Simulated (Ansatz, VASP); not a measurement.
## ZnSe in VASP and in Ansatz

File INCAR:

```
SYSTEM = ZnSe
ALGO = Normal
EDIFF = 1E-6
ENCUT = 520
GGA = PE
ISIF = 2
ISMEAR = -1
LASPH = .TRUE.
LCHARG = .FALSE.
LREAL = .FALSE.
LWAVE = .FALSE.
NBANDS = 16
NELM = 80
PREC = Accurate
SIGMA = 0.06
```

The input KPOINTS:

```
k-points
0
G
  6 6 6
  0 0 0
```

The input POSCAR:

```
ZnSe
1.0
    0.0000000000      2.8338000000      2.8338000000
    2.8338000000      0.0000000000      2.8338000000
    2.8338000000      2.8338000000      0.0000000000
Se Zn
1 1
Direct
    0.7500000000      0.7500000000      0.7500000000
    0.0000000000      0.0000000000      0.0000000000
```

Contents of input.yaml:

```yaml
crystal:
  lattice:
    - [0.0, 2.8338, 2.8338]
    - [2.8338, 0.0, 2.8338]
    - [2.8338, 2.8338, 0.0]
  atoms:
    - { symbol: Se, position: [0.75, 0.75, 0.75] }
    - { symbol: Zn, position: [0.0, 0.0, 0.0] }
kpoints:
  mp_grid: { grid: [6, 6, 6] }
scf:
  occupations: { method: fermi_dirac, width: 0.06 }
hamiltonian:
  xc: pbe
  pseudopotentials: { kind: all_electron, lapw: { basis_error: 0.002 } }
output:
  forces: true
  stress: true
  eigenvalues: true
```

Alike in both runs: task single point; functional PBE; k mesh 6 × 6 × 6; occupations fermi-dirac, width 0.06 eV; no spin polarisation.

|  | VASP | Ansatz |
| --- | --- | --- |
| version | VASP 6.6.1 | Ansatz 0.2.0 |
| potentials or method | VASP PAW PBE potentials, release 64 (Se, Zn), cutoff 520 eV | all-electron LAPW, scalar-relativistic |

Ansatz gave:

* gap on the k mesh at the Fermi level (eV): 1.29
* least direct gap on the mesh (eV): 1.29
* pressure (GPa): 2.1

Estimate VASP's values.

gap on the k mesh at the Fermi level (eV): 1.29; least direct gap on the mesh (eV): 1.29; pressure (GPa): 2.4.

Ansatz ran all-electron here, and VASP with PAW potentials.
